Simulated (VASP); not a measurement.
# LiBr (rocksalt type) in VASP: a series of runs

Runs on LiBr (rocksalt type). Level: PBE. Tasks: single point, electric field gradients.

Program: VASP 6.6.1. These are calculated values, not measurements. Logs are shortened: lines on timing, memory, paths and dates and some standing lists are left out, and cuts for length are marked.

### Step 1. The cell of the first run

It takes space group Fm-3m (No. 225, cubic). The conventional cell has a = 5.510 Å, b = 5.510 Å, c = 5.510 Å, α = 90.00°, β = 90.00°, γ = 90.00°. Li (site symmetry m-3m) has 6 Br at 2.75 Å within 3.6 Å. Within 3.6 Å of Br (site symmetry m-3m) lie 6 Li at 2.75 Å.

### Step 2. Single point, PBE

File POSCAR:

```
LiBr
1.0
    0.0000000000      2.7547921786      2.7547921786
    2.7547921786      0.0000000000      2.7547921786
    2.7547921786      2.7547921786      0.0000000000
Li Br
1 1
Direct
    0.0000000000      0.0000000000      0.0000000000
    0.5000000000      0.5000000000      0.5000000000
```

File INCAR.step1:

```
SYSTEM = LiBr
PREC     = Accurate       ! precision mode
ENCUT    = 650            ! plane-wave cutoff, eV
EDIFF    = 1E-6           ! SCF threshold, eV
ISMEAR   = -1             ! smearing method
SIGMA    = 0.08           ! smearing width, eV
LREAL    = .FALSE.        ! projectors in reciprocal space
LASPH    = .TRUE.         ! aspherical terms in the spheres
NELM     = 120            ! most SCF steps
ALGO     = Normal         ! electronic algorithm
ISIF     = 2              ! what is computed and relaxed
LWAVE    = .FALSE.        ! write WAVECAR
LCHARG   = .TRUE.         ! write CHGCAR
GGA      = PE             ! functional
NBANDS   = 12             ! bands
GGA_COMPAT= .FALSE.      
NEDOS    = 2001           ! points of the DOS
LORBIT   = 11             ! projections on sites
```

File KPOINTS.step1:

```
regular mesh
0
G
  12 12 12
  0 0 0
```

File INCAR.step2:

```
SYSTEM = LiBr
PREC     = Accurate       ! precision mode
ENCUT    = 650            ! plane-wave cutoff, eV
EDIFF    = 1E-6           ! SCF threshold, eV
ISMEAR   = -5             ! smearing method
SIGMA    = 0.08           ! smearing width, eV
LREAL    = .FALSE.        ! projectors in reciprocal space
LASPH    = .TRUE.         ! aspherical terms in the spheres
NELM     = 120            ! most SCF steps
ALGO     = Normal         ! electronic algorithm
ISIF     = 2              ! what is computed and relaxed
LWAVE    = .FALSE.        ! write WAVECAR
LCHARG   = .FALSE.        ! write CHGCAR
GGA      = PE             ! functional
LORBIT   = 11             ! projections on sites
NBANDS   = 12             ! bands
NEDOS    = 2001           ! points of the DOS
ICHARG   = 11             ! starting density
GGA_COMPAT= .FALSE.
```

File KPOINTS.step2:

```
regular mesh
0
G
  18 18 18
  0 0 0
```

Potentials or basis: VASP PAW PBE potentials, release 64 (Li_sv, Br).

Command:

```sh
> cat potpaw_PBE.64/Li_sv/POTCAR potpaw_PBE.64/Br/POTCAR > POTCAR
> cp INCAR.step1 INCAR
> cp KPOINTS.step1 KPOINTS
> mpirun -np 1 vasp_std > vasp.out
> cp INCAR.step2 INCAR
> cp KPOINTS.step2 KPOINTS
> mpirun -np 1 vasp_std > vasp.out
```

OUTCAR:

```text
SYSTEM = LiBr
   PREC = Accurate
   ENCUT = 650
   EDIFF = 1E-6
   ISMEAR = -5
   LREAL = .FALSE.
   LASPH = .TRUE.
   NELM = 120
   ISIF = 2
   GGA = PE
   LORBIT = 11
   ICHARG = 11

 ion  position               nearest neighbor table
   1  0.000  0.000  0.000-
   2  0.500  0.500  0.500-

  LATTYP: Found a face centered cubic cell.
 ALAT       =     5.5095843572

  Lattice vectors:

 A1 = (   0.0000000000,   2.7547921786,   2.7547921786)
 A2 = (   2.7547921786,   0.0000000000,   2.7547921786)
 A3 = (   2.7547921786,   2.7547921786,   0.0000000000)

Analysis of symmetry for initial positions (statically):
=====================================================================
 Subroutine PRICEL returns:
 Original cell was already a primitive cell.

 Routine SETGRP: Setting up the symmetry group for a
 face centered cubic supercell.

 Subroutine GETGRP returns: Found 48 space group operations
 (whereof 48 operations were pure point group operations)
 out of a pool of 48 trial point group operations.

The static configuration has the point symmetry O_h .

Analysis of symmetry for dynamics (positions and initial velocities):
=====================================================================
 Subroutine PRICEL returns:
 Original cell was already a primitive cell.

 Routine SETGRP: Setting up the symmetry group for a
 face centered cubic supercell.

 Subroutine GETGRP returns: Found 48 space group operations
 (whereof 48 operations were pure point group operations)
 out of a pool of 48 trial point group operations.

The dynamic configuration has the point symmetry O_h .

 Subroutine INISYM returns: Found 48 space group operations
 (whereof 48 operations are pure point group operations),
 and found     1 'primitive' translations

----------------------------------------------------------------------------------------

                                     Primitive cell

  volume of cell :      41.8116

  direct lattice vectors                    reciprocal lattice vectors
     0.000000000  2.754792179  2.754792179    -0.181501895  0.181501895  0.181501895
     2.754792179  0.000000000  2.754792179     0.181501895 -0.181501895  0.181501895
     2.754792179  2.754792179  0.000000000     0.181501895  0.181501895 -0.181501895

  length of vectors
     3.895864460  3.895864460  3.895864460     0.314370503  0.314370503  0.314370503

  position of ions in fractional coordinates (direct lattice)
     0.000000000  0.000000000  0.000000000
     0.500000000  0.500000000  0.500000000

  ion indices of the primitive-cell ions
   primitive index   ion index
                 1           1
                 2           2

----------------------------------------------------------------------------------------

 KPOINTS: regular mesh

Automatic generation of k-mesh.
 Grid dimensions read from file:
 generate k-points for:   18   18   18

 Generating k-lattice:

  Cartesian coordinates                     Fractional coordinates (reciprocal lattice)
    -0.010083439  0.010083439  0.010083439     0.055555556  0.000000000  0.000000000
     0.010083439 -0.010083439  0.010083439     0.000000000  0.055555556  0.000000000
     0.010083439  0.010083439 -0.010083439     0.000000000  0.000000000  0.055555556

  Length of vectors
     0.017465028  0.017465028  0.017465028

  Shift w.r.t. Gamma in fractional coordinates (k-lattice)
     0.000000000  0.000000000  0.000000000

 TETIRR: Found    806 inequivalent tetrahedra from    34992

 Subroutine IBZKPT returns following result:
 ===========================================

 Found    195 irreducible k-points:

 Following reciprocal coordinates:
            Coordinates               Weight
  0.000000  0.000000  0.000000      1.000000
  0.055556  0.000000  0.000000      8.000000
  0.111111  0.000000  0.000000      8.000000
  0.166667  0.000000  0.000000      8.000000
  0.222222  0.000000  0.000000      8.000000
  0.277778  0.000000  0.000000      8.000000
[... 16 lines left out ...]
 -0.277778  0.055556  0.000000     24.000000
 -0.222222  0.055556  0.000000     24.000000
 [... further k-points ...]
   k-points           NKPTS =    195   k-points in BZ     NKDIM =    195   number of bands    NBANDS=     12
   number of dos      NEDOS =   2001   number of ions     NIONS =      2
   total plane-waves  NPLWV =  32768
   dimension x,y,z NGX =    32 NGY =   32 NGZ =   32
   dimension x,y,z NGXF=    64 NGYF=   64 NGZF=   64
   ions per type =               1   1
   NGX,Y,Z   is equivalent  to a cutoff of  13.66, 13.66, 13.66 a.u.
   NGXF,Y,Z  is equivalent  to a cutoff of  27.31, 27.31, 27.31 a.u.
 SYSTEM =  LiBr
   PREC   = accura    normal or accurate (medium, high low for compatibility)
   ISTART =      0    job   : 0-new  1-cont  2-samecut
   ICHARG =     11    charge: 1-file 2-atom 10-const
   ISPIN  =      1    spin polarized calculation?
   LNONCOLLINEAR =      F non collinear calculations
   LSORBIT =      F    spin-orbit coupling
   LASPH  =      T    aspherical Exc in radial PAW
   ENCUT  =  650.0 eV  47.77 Ry    6.91 a.u.   8.10  8.10  8.10*2*pi/ulx,y,z
   NELM   =    120;   NELMIN=  2; NELMDL=  0     # of ELM steps
   EDIFF  = 0.1E-05   stopping-criterion for ELM
   LREAL  =      F    real-space projection
   EDIFFG = 0.1E-04   stopping-criterion for IOM
   NSW    =      0    number of steps for IOM
   IBRION =     -1    ionic relax: 0-MD 1-quasi-New 2-CG
   NFREE  =      0    steps in history (QN), initial steepest desc. (CG)
   ISIF   =      2    stress and relaxation
   ISYM   =      2    0-nonsym 1-usesym 2-fastsym
   POTIM  = 0.5000    time-step for ionic-motion
   TEBEG  =    0.0;   TEEND  =   0.0 temperature during run
   PSTRESS=    0.0 pullay stress
   NELECT =      10.0000    total number of electrons
   NUPDOWN=      -1.0000    fix difference up-down
   EMIN   =  10.00;   EMAX   =-10.00  energy-range for DOS
   EFERMI =   0.00;   METHOD = LEGACY
   ISMEAR =    -5;   SIGMA  =   0.08  broadening in eV -4-tet -1-fermi 0-gaus
   EFERMI_NEDOS =   21; number of points for ismear=-14 and -15
   IALGO  =     38    algorithm
   IMIX   =      4    mixing-type and parameters
     AMIX     =   0.40;   BMIX     =  1.00
     AMIX_MAG =   1.60;   BMIX_MAG =  1.00
  volume/ion in A,a.u.               =      20.91       141.08
  Fermi-wavevector in a.u.,A,eV,Ry     =   1.016193  1.920325 14.050018  1.032647
  Thomas-Fermi vector in A             =   2.149522
   LORBIT       =     11    0 simple, 1 ext, 2 COOP (PROOUT), +10 PAW based schemes
   GGA     = PE    functional components
   LHFCALC =     F    Hartree Fock is set to
   AEXX    =    0.0000 exact exchange contribution
   IVDW    =     0    specifies the selected vdW correction
   LEPSILON=     F    determine dielectric tensor
   LRPA    =     F    only Hartree local field effects (RPA)
 non-spin polarized calculation
 Fermi weights with tetrahedron method with Bloechl corrections
  energy-cutoff  :      650.00
  volume of cell :       41.81
 maximum number of plane-waves:      1592

 number of electron      10.0000007 magnetization

 Free energy of the ion-electron system (eV)
  ---------------------------------------------------
  ext. energy  EPLUGINS =         0.00000000
  ---------------------------------------------------
  free energy    TOTEN  =        -6.64302069 eV

  energy without entropy =       -6.64302069  energy(sigma->0) =       -6.64302069

 E-fermi :   0.3123     XC(G=0):  -8.4068

 val. band max:        0.2838463717   @ k =  -0.0556   0.0556   0.0000
 cond. band min:       5.2057743557   @ k =   0.0000   0.0000   0.0000
 fundamental gap:      4.9219279840
 Fermi energy:         0.3122720639

 k-point     1 :       0.0000    0.0000    0.0000
  band No.  band energies     occupation
      1     -44.1288      2.00000
      2     -13.1364      2.00000
      3       0.2798      2.00000
      4       0.2798      2.00000
      5       0.2798      2.00000
      6       5.2058      0.00000
      7      10.7763      0.00000
      8      10.7763      0.00000
      9      10.7763      0.00000
     10      12.4991      0.00000
     11      12.4991      0.00000
     12      12.4991      0.00000

 k-point     2 :       0.0556    0.0000    0.0000
  band No.  band energies     occupation
      1     -44.1287      2.00000
      2     -13.1237      2.00000
      3       0.1497      2.00000
      4       0.2710      2.00000
      5       0.2710      2.00000
      6       5.3312      0.00000
      7      10.5437      0.00000
      8      10.7924      0.00000
      9      10.7924      0.00000
     10      12.0623      0.00000
     11      12.0623      0.00000
     12      12.6295      0.00000

 k-point     3 :       0.1111    0.0000    0.0000
  band No.  band energies     occupation
      1     -44.1286      2.00000
      2     -13.0866      2.00000
      3      -0.1924      2.00000
      4       0.2462      2.00000
      5       0.2462      2.00000
      6       5.6410      0.00000
      7      10.1265      0.00000
      8      10.6795      0.00000
      9      10.6795      0.00000
     10      11.6858      0.00000
     11      11.6858      0.00000
     12      12.8257      0.00000
[... 286 lines left out ...]
 k-point    23 :      -0.2778    0.0556    0.0000
  band No.  band energies     occupation
      1     -44.1281      2.00000
      2     -12.8395      2.00000
      3      -1.7450      2.00000
      4      -0.0541      2.00000
      5       0.1603      2.00000
      6       6.3347      0.00000
      7       9.0055      0.00000
      8       9.1951      0.00000
      9      10.2727      0.00000
     10      12.7620      0.00000
     11      13.3649      0.00000
     12      13.9811      0.00000

 k-point    24 :      -0.2222    0.0556    0.0000
  band No.  band energies     occupation
      1     -44.1283      2.00000
      2     -12.9196      2.00000
      3      -1.3066      2.00000
      4      -0.0051      2.00000
      5       0.2099      2.00000
      6       6.3458      0.00000
      7       9.4121      0.00000
      8       9.5787      0.00000
      9       9.8840      0.00000
     10      12.0981      0.00000
     11      13.0021      0.00000
     12      13.4556      0.00000

 [... further k-points ...]

------------------------ aborting loop because EDIFF is reached ----------------------------------------

  FORCE on cell =-STRESS in cart. coord.  units (eV):
  Direction    XX          YY          ZZ          XY          YZ          ZX
  --------------------------------------------------------------------------------------
  -------------------------------------------------------------------------------------
  Total       -0.0170872     -0.0170872     -0.0170872      0.0000000      0.0000000      0.0000000
  in kB       -0.6547641     -0.6547641     -0.6547641      0.0000000      0.0000000      0.0000000
  external PRESSURE =      -0.6547641 kB  Pullay stress =       0.0000000 kB

 VOLUME and BASIS-vectors are now :
 -----------------------------------------------------------------------------
  energy-cutoff  :      650.00
  volume of cell :       41.81
      direct lattice vectors                 reciprocal lattice vectors
     0.000000000  2.754792179  2.754792179    -0.181501895  0.181501895  0.181501895
     2.754792179  0.000000000  2.754792179     0.181501895 -0.181501895  0.181501895
     2.754792179  2.754792179  0.000000000     0.181501895  0.181501895 -0.181501895

 POSITION                                       TOTAL-FORCE (eV/Angst)
 -----------------------------------------------------------------------------------
      0.00000      0.00000      0.00000        -0.000000      0.000000      0.000000
      2.75479      2.75479      2.75479         0.000000     -0.000000     -0.000000
 -----------------------------------------------------------------------------------
    total drift:                                0.000000     -0.000000      0.000000

  FREE ENERGIE OF THE ION-ELECTRON SYSTEM (eV)
  ---------------------------------------------------
  free  energy   TOTEN  =        -6.6430206893 eV

  energy  without entropy=       -6.6430206893  energy(sigma->0) =       -6.64302069

 total charge

# of ion       s       p       d       tot
------------------------------------------
    1        2.005   0.031   0.000   2.036
    2        1.602   3.309   0.005   4.916
--------------------------------------------------
tot          3.607   3.340   0.005   6.952
```

It took 59 s on 1 thread of AMD EPYC 7R13 (Zen 3), shared host; peak memory 0.23 GiB.

Results:

```yaml
Valence_electrons_inside_the_program's_atomic_spheres: Li 2.04; Br 4.92
```

Levels at points of the mesh, in eV from the valence-band top:
| k point | band 1 | band 2 | band 3 | band 4 | band 5 | band 6 | band 7 | band 8 | band 9 | band 10 |
| --- | --- | --- | --- | --- | --- | --- | --- | --- | --- | --- |
| (0.00, 0.00, 0.00) | -44.41 | -13.42 | 0.00 | 0.00 | 0.00 | 4.92 | 10.49 | 10.49 | 10.49 | 12.22 |
| (0.50, 0.00, 0.00) | -44.41 | -12.96 | -2.86 | -0.26 | -0.26 | 5.62 | 8.10 | 8.10 | 11.71 | 14.01 |
| (0.50, 0.50, 0.00) | -44.41 | -12.77 | -2.86 | -1.13 | -1.13 | 6.24 | 7.12 | 11.58 | 12.40 | 12.40 |

### Step 3. Electric field gradients, PBE

File INCAR:

```
SYSTEM = LiBr
  PREC = Accurate
  ENCUT = 650
  EDIFF = 1E-8
  ISMEAR = -1
  SIGMA = 0.08
  LREAL = .False.
  LASPH = .True.
  NELM = 120
  ALGO = Normal
  ISIF = 2
  LWAVE = .False.
  LCHARG = .False.
  GGA = PE
  LEFG = .True.
  NBANDS = 12
  GGA_COMPAT = .False.
```

File KPOINTS:

```
Automatic mesh
0
Gamma
  12 12 12
  0 0 0
```

File POSCAR:

```
LiBr
1.0
    0.0000000000      2.7547921725      2.7547921725
    2.7547921725      0.0000000000      2.7547921725
    2.7547921725      2.7547921725      0.0000000000
Li Br
1 1
Direct
    0.0000000000      0.0000000000      0.0000000000
    0.5000000000      0.5000000000      0.5000000000
```

Potentials or basis: VASP PAW PBE potentials, release 64 (Li_sv, Br).

Command:

```sh
> cat potpaw_PBE.64/Li_sv/POTCAR potpaw_PBE.64/Br/POTCAR > POTCAR
> mpirun -np 1 vasp_std > vasp.out
```

OUTCAR:

```text
SYSTEM = LiBr
   PREC = Accurate
   ENCUT = 650
   EDIFF = 1E-8
   ISMEAR = -1
   LREAL = .False.
   LASPH = .True.
   NELM = 120
   ISIF = 2
   GGA = PE

 ion  position               nearest neighbor table
   1  0.000  0.000  0.000-
   2  0.500  0.500  0.500-

  LATTYP: Found a face centered cubic cell.
 ALAT       =     5.5095843450

  Lattice vectors:

 A1 = (   0.0000000000,   2.7547921725,   2.7547921725)
 A2 = (   2.7547921725,   0.0000000000,   2.7547921725)
 A3 = (   2.7547921725,   2.7547921725,   0.0000000000)

Analysis of symmetry for initial positions (statically):
=====================================================================
 Subroutine PRICEL returns:
 Original cell was already a primitive cell.

 Routine SETGRP: Setting up the symmetry group for a
 face centered cubic supercell.

[... 546 lines left out ...]
  energy-cutoff  :      650.00
  volume of cell :       41.81
      direct lattice vectors                 reciprocal lattice vectors
     0.000000000  2.754792173  2.754792173    -0.181501895  0.181501895  0.181501895
     2.754792173  0.000000000  2.754792173     0.181501895 -0.181501895  0.181501895
     2.754792173  2.754792173  0.000000000     0.181501895  0.181501895 -0.181501895

 POSITION                                       TOTAL-FORCE (eV/Angst)
 -----------------------------------------------------------------------------------
      0.00000      0.00000      0.00000         0.000000      0.000000      0.000000
      2.75479      2.75479      2.75479         0.000000      0.000000      0.000000
 -----------------------------------------------------------------------------------
    total drift:                                0.000000     -0.000000      0.000000

  FREE ENERGIE OF THE ION-ELECTRON SYSTEM (eV)
  ---------------------------------------------------
  free  energy   TOTEN  =        -6.6430167775 eV

  energy  without entropy=       -6.6430167775  energy(sigma->0) =       -6.64301678

 Electric field gradients (V/A^2)
---------------------------------------------------------------------
 ion       V_xx      V_yy      V_zz      V_xy      V_xz      V_yz
---------------------------------------------------------------------
   1      -0.000     0.000    -0.000    -0.004    -0.004    -0.004
   2       0.000     0.000     0.000    -0.000    -0.000    -0.000
---------------------------------------------------------------------

 Electric field gradients after diagonalization (V/A^2)
 (convention: |V_zz| > |V_xx| > |V_yy|)
----------------------------------------------------------------------
 ion       V_xx      V_yy      V_zz     asymmetry (V_yy - V_xx)/ V_zz
----------------------------------------------------------------------
   1       0.004     0.004    -0.008       0.000
   2       0.000     0.000    -0.001       0.000
----------------------------------------------------------------------

           NMR quadrupolar parameters

 Cq : quadrupolar parameter    Cq=e*Q*V_zz/h
 eta: asymmetry parameters     (V_yy - V_xx)/ V_zz
 Q  : nuclear electric quadrupole moment in mb (millibarn)
----------------------------------------------------------------------
 ion       Cq(MHz)       eta       Q (mb)
----------------------------------------------------------------------
   1      -0.000       0.000       1.000
   2      -0.000       0.000       1.000
----------------------------------------------------------------------
```

stdout:

```text
POSCAR found type information on POSCAR LiBr
 POSCAR found :  2 types and       2 ions
 scaLAPACK will be used
 LDA part: xc-table for (Slater+PW92), standard interpolation
 POSCAR, INCAR and KPOINTS ok, starting setup
 FFT: planning ... GRIDC
 FFT: planning ... GRID_SOFT
 FFT: planning ... GRID
 WAVECAR not read
 entering main loop
ion   1

ion   2
```

It took 67 s on 1 thread of Intel Xeon Platinum 8375C at 2.90GHz (Ice Lake), shared host; peak memory 0.19 GiB.

Results:

```yaml
Free_energy: -6.6430 eV
Pressure: -0.1 GPa
Band_gap_on_the_k_mesh: 4.92 eV (least direct gap 4.93 eV)
Largest_electric_field_gradient_by_atom: under 0.05 V/Å² on every atom
```

(Continued in part 2 of 2.)
